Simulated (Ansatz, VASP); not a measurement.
# Two plane-wave programs on GeB2I3

```xyz
6
Lattice="4.8766 0.0000 0.0000 -2.4383 4.2232 0.0000 0.0000 0.0000 9.5827" Properties=species:S:1:pos:R:3 pbc="T T T"
Ge    0.0000    0.0000    0.0000
B     0.0000    0.0000    2.6502
B     0.0000    0.0000    6.9325
I     0.0000    2.8155    4.7914
I     2.4383    1.4077    4.7914
I     0.0000    0.0000    4.7914
```

Alike in both runs: task single point; functional PBE; k mesh 6 × 6 × 2; occupations gaussian, width 0.1 eV; no spin polarisation.

```csv
,VASP,Ansatz
version,VASP 6.6.1,Ansatz 0.2.0
potentials or method,"VASP PAW PBE potentials, release 64 (Ge_d, B, I), cutoff 520 eV","scalar-relativistic, plane waves, PAW"
valence electrons in the cell,41,71
```

Ansatz gave:

- gap on the k mesh at the Fermi level (eV): none
- pressure (GPa): 17.1
- traceless stress, the component that is largest in VASP (GPa): -16.33
- rms of the force components (eV/Å): 0.942

Q: Estimate VASP's values.

A: gap on the k mesh at the Fermi level (eV): none; pressure (GPa): 17.1; traceless stress, the component that is largest in VASP (GPa): -16.27; rms of the force components (eV/Å): 0.941.

Atom by atom the forces differ by 0.000 eV/Å (rms over components). A gap of «none» marks a metal or a gap that the smearing closes. VASP's potentials hold 41 valence electrons a cell and Ansatz's 71, so a difference there can come from the potentials and not from the codes.

Spin-orbit coupling is off throughout.
